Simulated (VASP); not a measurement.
# CdSiN2 (P-4m2) in VASP: single point with HSE06

Aim: the single point of CdSiN2 with HSE06.

Everything below comes from runs of VASP 6.6.1. Logs are shortened: lines on timing, memory, paths and dates and some standing lists are left out, and cuts for length are marked.

## 1. The cell of the first run

It takes space group P-4m2 (No. 115, tetragonal). The conventional cell has a = 3.034 Å, b = 3.034 Å, c = 5.110 Å, α = 90.00°, β = 90.00°, γ = 90.00°. Within 2.9 Å of Cd (site symmetry -4m2) lie 4 N at 2.23 Å. Within 2.4 Å of N (site symmetry 2mm) lie 2 Si at 1.77 Å and 2 Cd at 2.23 Å. Si (site symmetry -4m2) has 4 N at 1.77 Å within 2.4 Å.

## 2. Single point, HSE06

The input, POSCAR:

```
CdSiN2
1.0
    3.0339884445      0.0000000000      0.0000000000
    0.0000000000      3.0339884445      0.0000000000
    0.0000000000      0.0000000000      5.1102333328
Cd N Si
1 2 1
Direct
    0.0000000000      0.0000000000      0.0000000000
    0.0000000000      0.5000000000      0.3197391373
    0.5000000000      0.0000000000      0.6802608627
    0.5000000000      0.5000000000      0.5000000000
```

The input, INCAR.step1:

```
PREC = Accurate
ENCUT = 520
EDIFF = 1E-5
ISMEAR = 0
SIGMA = 0.01
LREAL = F
LASPH = T
NELM = 120
ALGO = Normal
ISIF = 2
LWAVE = T
LCHARG = F
NBANDS = 25
GGA = PE
GGA_COMPAT = F
```

The input, INCAR.step2:

```
PREC = Accurate
ENCUT = 520
EDIFF = 1E-6
ISMEAR = 0
SIGMA = 0.01
LREAL = F
LASPH = T
NELM = 120
ALGO = Normal
ISIF = 2
LWAVE = F
LCHARG = F
GGA = PE
LHFCALC = T
HFSCREEN = 0.2079
PRECFOCK = Normal
NBANDS = 25
ISTART = 1
GGA_COMPAT = F
```

The input, KPOINTS:

```
regular mesh
0
Gamma
  4 4 2
```

Potentials or basis: VASP PAW PBE potentials, release 64 (Cd_sv_GW, N, Si).

Command:

```console
> cat potpaw_PBE.64/Cd_sv_GW/POTCAR potpaw_PBE.64/N/POTCAR potpaw_PBE.64/Si/POTCAR > POTCAR
> cp INCAR.step1 INCAR
> mpirun -np 1 vasp_std > vasp.out
> cp INCAR.step2 INCAR
> mpirun -np 1 vasp_std > vasp.out
```

OUTCAR:

```text
PREC = Accurate
   ENCUT = 520
   EDIFF = 1E-6
   ISMEAR = 0
   LREAL = F
   LASPH = T
   NELM = 120
   ISIF = 2
   GGA = PE
   LHFCALC = T
   HFSCREEN = 0.2079
   PRECFOCK = Normal
   ISTART = 1

 ion  position               nearest neighbor table
   1  0.000  0.000  0.000-
   2  0.000  0.500  0.320-   4 1.77   4 1.77
   3  0.500  0.000  0.680-   4 1.77   4 1.77
   4  0.500  0.500  0.500-   2 1.77   3 1.77   3 1.77   2 1.77

  LATTYP: Found a simple tetragonal cell.
 ALAT       =     3.0339884445
 C/A-ratio  =     1.6843285419

  Lattice vectors:

 A1 = (   3.0339884445,   0.0000000000,   0.0000000000)
 A2 = (   0.0000000000,   3.0339884445,   0.0000000000)
 A3 = (   0.0000000000,   0.0000000000,   5.1102333328)

Analysis of symmetry for initial positions (statically):
=====================================================================
 Subroutine PRICEL returns:
 Original cell was already a primitive cell.

 Routine SETGRP: Setting up the symmetry group for a
 simple tetragonal supercell.

 Subroutine GETGRP returns: Found  8 space group operations
 (whereof  8 operations were pure point group operations)
 out of a pool of 16 trial point group operations.

The static configuration has the point symmetry D_2d.

Analysis of symmetry for dynamics (positions and initial velocities):
=====================================================================
 Subroutine PRICEL returns:
 Original cell was already a primitive cell.

 Routine SETGRP: Setting up the symmetry group for a
 simple tetragonal supercell.

 Subroutine GETGRP returns: Found  8 space group operations
 (whereof  8 operations were pure point group operations)
 out of a pool of 16 trial point group operations.

The dynamic configuration has the point symmetry D_2d.

 Subroutine INISYM returns: Found  8 space group operations
 (whereof  8 operations are pure point group operations),
 and found     1 'primitive' translations

----------------------------------------------------------------------------------------

                                     Primitive cell

  volume of cell :      47.0401

  direct lattice vectors                    reciprocal lattice vectors
     3.033988444  0.000000000  0.000000000     0.329599146  0.000000000  0.000000000
     0.000000000  3.033988444  0.000000000     0.000000000  0.329599146  0.000000000
     0.000000000  0.000000000  5.110233333     0.000000000  0.000000000  0.195685781

  length of vectors
     3.033988444  3.033988444  5.110233333     0.329599146  0.329599146  0.195685781

  position of ions in fractional coordinates (direct lattice)
     0.000000000  0.000000000  0.000000000
     0.000000000  0.500000000  0.319739137
     0.500000000  0.000000000  0.680260863
     0.500000000  0.500000000  0.500000000

  ion indices of the primitive-cell ions
   primitive index   ion index
                 1           1
                 2           2
                 3           3
                 4           4

----------------------------------------------------------------------------------------

 KPOINTS: regular mesh

Automatic generation of k-mesh.
 Grid dimensions read from file:
 generate k-points for:    4    4    2

 Generating k-lattice:

  Cartesian coordinates                     Fractional coordinates (reciprocal lattice)
     0.082399786  0.000000000  0.000000000     0.250000000  0.000000000  0.000000000
     0.000000000  0.082399786  0.000000000     0.000000000  0.250000000  0.000000000
     0.000000000  0.000000000  0.097842890     0.000000000  0.000000000  0.500000000

  Length of vectors
     0.082399786  0.082399786  0.097842890

  Shift w.r.t. Gamma in fractional coordinates (k-lattice)
     0.000000000  0.000000000  0.000000000

 Subroutine IBZKPT returns following result:
 ===========================================

 Found     12 irreducible k-points:

 Following reciprocal coordinates:
            Coordinates               Weight
  0.000000  0.000000  0.000000      1.000000
  0.250000  0.000000  0.000000      4.000000
  0.500000  0.000000  0.000000      2.000000
  0.250000  0.250000  0.000000      4.000000
  0.500000  0.250000  0.000000      4.000000
  0.500000  0.500000  0.000000      1.000000
  0.000000  0.000000  0.500000      1.000000
  0.250000  0.000000  0.500000      4.000000
  0.500000  0.000000  0.500000      2.000000
  0.250000  0.250000  0.500000      4.000000
  0.500000  0.250000  0.500000      4.000000
  0.500000  0.500000  0.500000      1.000000
   k-points           NKPTS =     12   k-points in BZ     NKDIM =     32   number of bands    NBANDS=     25
   number of dos      NEDOS =    301   number of ions     NIONS =      4
   total plane-waves  NPLWV =  23040
   dimension x,y,z NGX =    24 NGY =   24 NGZ =   40
   dimension x,y,z NGXF=    48 NGYF=   48 NGZF=   80
   ions per type =               1   2   1
   NGX,Y,Z   is equivalent  to a cutoff of  13.15, 13.15, 13.01 a.u.
   NGXF,Y,Z  is equivalent  to a cutoff of  26.30, 26.30, 26.03 a.u.
 SYSTEM =  unknown system
   PREC   = accura    normal or accurate (medium, high low for compatibility)
   ISTART =      1    job   : 0-new  1-cont  2-samecut
   ICHARG =      0    charge: 1-file 2-atom 10-const
   ISPIN  =      1    spin polarized calculation?
   LNONCOLLINEAR =      F non collinear calculations
   LSORBIT =      F    spin-orbit coupling
   LASPH  =      T    aspherical Exc in radial PAW
   ENCUT  =  520.0 eV  38.22 Ry    6.18 a.u.   5.64  5.64  9.50*2*pi/ulx,y,z
   NELM   =    120;   NELMIN=  2; NELMDL=  0     # of ELM steps
   EDIFF  = 0.1E-05   stopping-criterion for ELM
   LREAL  =      F    real-space projection
   EDIFFG = 0.1E-04   stopping-criterion for IOM
   NSW    =      0    number of steps for IOM
   IBRION =     -1    ionic relax: 0-MD 1-quasi-New 2-CG
   NFREE  =      0    steps in history (QN), initial steepest desc. (CG)
   ISIF   =      2    stress and relaxation
   ISYM   =      3    0-nonsym 1-usesym 2-fastsym
   POTIM  = 0.5000    time-step for ionic-motion
   TEBEG  =    0.0;   TEEND  =   0.0 temperature during run
   PSTRESS=    0.0 pullay stress
   NELECT =      34.0000    total number of electrons
   NUPDOWN=      -1.0000    fix difference up-down
   EMIN   =  10.00;   EMAX   =-10.00  energy-range for DOS
   EFERMI =   0.00;   METHOD = LEGACY
   ISMEAR =     0;   SIGMA  =   0.01  broadening in eV -4-tet -1-fermi 0-gaus
   EFERMI_NEDOS =   21; number of points for ismear=-14 and -15
   IALGO  =     38    algorithm
   IMIX   =      1    mixing-type and parameters
     AMIX     =   0.40;   BMIX     =  1.00
     AMIX_MAG =   1.60;   BMIX_MAG =  1.00
  volume/ion in A,a.u.               =      11.76        79.36
  Fermi-wavevector in a.u.,A,eV,Ry     =   1.469191  2.776369 29.368480  2.158522
  Thomas-Fermi vector in A             =   2.584598
   LORBIT       =      0    0 simple, 1 ext, 2 COOP (PROOUT), +10 PAW based schemes
   GGA     = PE    functional components
   LHFCALC =     T    Hartree Fock is set to
   PRECFOCK=normal    Normal, Fast or Accurate (Low or Medium for compatibility)
   ENCUT4O =  -1.0   cutoff for four orbital integrals eV
   NKREDX  =     1    reduce k-point grid by
   NKREDY  =     1    reduce k-point grid by
   NKREDZ  =     1    reduce k-point grid by
   AEXX    =    0.2500 exact exchange contribution
   HFSCREEN=    0.2079 screening length (either q_TF or 0.3 A-1)
   HFSCREENC=   0.2079 screening length for correlation (either q_TF or 0.3 A-1)
   ENCUTFOCK=  -1.0 apply spherical cutoff to Coloumb kernel
   IVDW    =     0    specifies the selected vdW correction
   LEPSILON=     F    determine dielectric tensor
   LRPA    =     F    only Hartree local field effects (RPA)
 non-spin polarized calculation
 Gauss-broadening in eV      SIGMA  =   0.01
  energy-cutoff  :      520.00
  volume of cell :       47.04
 maximum number of plane-waves:      1288
 NGX is ok and might be reduce to    24
  NGX = 18; NGY = 18; NGZ = 30

 number of electron      33.9999986 magnetization

 Free energy of the ion-electron system (eV)
  ---------------------------------------------------
  ext. energy  EPLUGINS =         0.00000000
  ---------------------------------------------------
  free energy    TOTEN  =       -29.54572620 eV

  energy without entropy =      -29.54572620  energy(sigma->0) =      -29.54572620

 E-fermi :   6.0811     XC(G=0):  -9.4780

 val. band max:        5.9888653640   @ k =   0.5000   0.0000   0.5000
 cond. band min:       8.4076030470   @ k =   0.0000   0.0000   0.0000
 fundamental gap:      2.4187376830
 Fermi energy:         6.0811249840

 k-point     1 :       0.0000    0.0000    0.0000
  band No.  band energies     occupation
      1    -100.4830      2.00000
      2     -60.2676      2.00000
      3     -60.2676      2.00000
      4     -60.1062      2.00000
      5     -12.5055      2.00000
      6      -9.3342      2.00000
[... 17 lines left out ...]
     24      18.7679      0.00000
     25      21.6364      0.00000

 k-point     2 :       0.2500    0.0000    0.0000
  band No.  band energies     occupation
      1    -100.4821      2.00000
      2     -60.2838      2.00000
      3     -60.2666      2.00000
      4     -60.1048      2.00000
      5     -11.8345      2.00000
      6      -9.3680      2.00000
[... 17 lines left out ...]
     24      18.6920      0.00000
     25      21.5087      0.00000

 k-point     3 :       0.5000    0.0000    0.0000
  band No.  band energies     occupation
      1    -100.4813      2.00000
      2     -60.3007      2.00000
      3     -60.2659      2.00000
      4     -60.1037      2.00000
      5     -10.5792      2.00000
      6      -9.9375      2.00000
[... 216 lines left out ...]
 k-point    11 :       0.5000    0.2500    0.5000
  band No.  band energies     occupation
      1    -100.4802      2.00000
      2     -60.2989      2.00000
      3     -60.2816      2.00000
      4     -60.1017      2.00000
      5     -10.0782      2.00000
      6      -9.6318      2.00000
[... 17 lines left out ...]
     24      19.4893      0.00000
     25      20.8123      0.00000

 k-point    12 :       0.5000    0.5000    0.5000
  band No.  band energies     occupation
      1    -100.4791      2.00000
      2     -60.2973      2.00000
      3     -60.2973      2.00000
      4     -60.0996      2.00000
      5      -9.3828      2.00000
      6      -9.3828      2.00000
[... 17 lines left out ...]
     24      17.0972      0.00000
     25      19.6305      0.00000

------------------------ aborting loop because EDIFF is reached ----------------------------------------

  FORCE on cell =-STRESS in cart. coord.  units (eV):
  Direction    XX          YY          ZZ          XY          YZ          ZX
  --------------------------------------------------------------------------------------
  -------------------------------------------------------------------------------------
  Total       -0.5917403     -0.5917403     -1.0391212      0.0000000      0.0000000      0.0000000
  in kB      -20.1545524    -20.1545524    -35.3922516      0.0000000      0.0000000      0.0000000
  external PRESSURE =     -25.2337854 kB  Pullay stress =       0.0000000 kB

 VOLUME and BASIS-vectors are now :
 -----------------------------------------------------------------------------
  energy-cutoff  :      520.00
  volume of cell :       47.04
      direct lattice vectors                 reciprocal lattice vectors
     3.033988444  0.000000000  0.000000000     0.329599146  0.000000000  0.000000000
     0.000000000  3.033988444  0.000000000     0.000000000  0.329599146  0.000000000
     0.000000000  0.000000000  5.110233333     0.000000000  0.000000000  0.195685781

 POSITION                                       TOTAL-FORCE (eV/Angst)
 -----------------------------------------------------------------------------------
      0.00000      0.00000      0.00000         0.000000     -0.000000      0.000000
      0.00000      1.51699      1.63394        -0.000000     -0.000000     -0.041560
      1.51699      0.00000      3.47629        -0.000000     -0.000000      0.041560
      1.51699      1.51699      2.55512        -0.000000      0.000000      0.000000
 -----------------------------------------------------------------------------------
    total drift:                               -0.000006      0.000001      0.000038

  FREE ENERGIE OF THE ION-ELECTRON SYSTEM (eV)
  ---------------------------------------------------
  free  energy   TOTEN  =       -29.5457261993 eV

  energy  without entropy=      -29.5457261993  energy(sigma->0) =      -29.54572620
```

Wall time 14 min (1 thread of Intel Xeon Platinum 8488C (Sapphire Rapids), shared host); peak memory 0.3 GiB.

Results:

```yaml
Free_energy: -29.5457 eV
Pressure: -2.5 GPa
Largest_force: 0.042 eV/Å
Band_gap_on_the_k_mesh: 2.42 eV (least direct gap 2.43 eV)
```

Forces on the atoms (eV/Å):
```
Cd   0.000  0.000  0.000
N    0.000  0.000 -0.042
N    0.000  0.000  0.042
Si   0.000  0.000  0.000
```

Stress tensor (GPa, compression positive):
```
-2.02  0.00  0.00
 0.00 -2.02  0.00
 0.00  0.00 -3.54
```

Levels at points of the mesh, in eV from the valence-band top:
| k point | band 14 | band 15 | band 16 | band 17 | band 18 | band 19 | band 20 | band 21 |
| --- | --- | --- | --- | --- | --- | --- | --- | --- |
| (0.00, 0.00, 0.00) | -4.17 | -2.46 | -0.01 | -0.01 | 2.42 | 5.71 | 7.92 | 12.45 |
| (0.50, 0.00, 0.00) | -3.36 | -3.33 | -3.15 | -0.10 | 5.41 | 6.80 | 6.92 | 11.07 |
| (0.50, 0.50, 0.00) | -4.12 | -2.59 | -2.59 | -1.76 | 4.09 | 4.09 | 8.29 | 8.53 |
| (0.00, 0.00, 0.50) | -3.80 | -3.80 | -0.50 | -0.50 | 5.10 | 5.43 | 5.66 | 9.66 |
| (0.50, 0.00, 0.50) | -3.35 | -1.88 | -1.39 | 0.00 | 4.47 | 5.47 | 7.73 | 10.68 |
| (0.50, 0.50, 0.50) | -4.55 | -3.48 | -3.48 | -1.94 | 6.92 | 6.92 | 9.02 | 9.02 |

Caveat: the k points lie up to 0.61 Å⁻¹ apart; the PAW data sets were made with another functional, which shifts forces and pressure a little. A k mesh can miss the band edges.
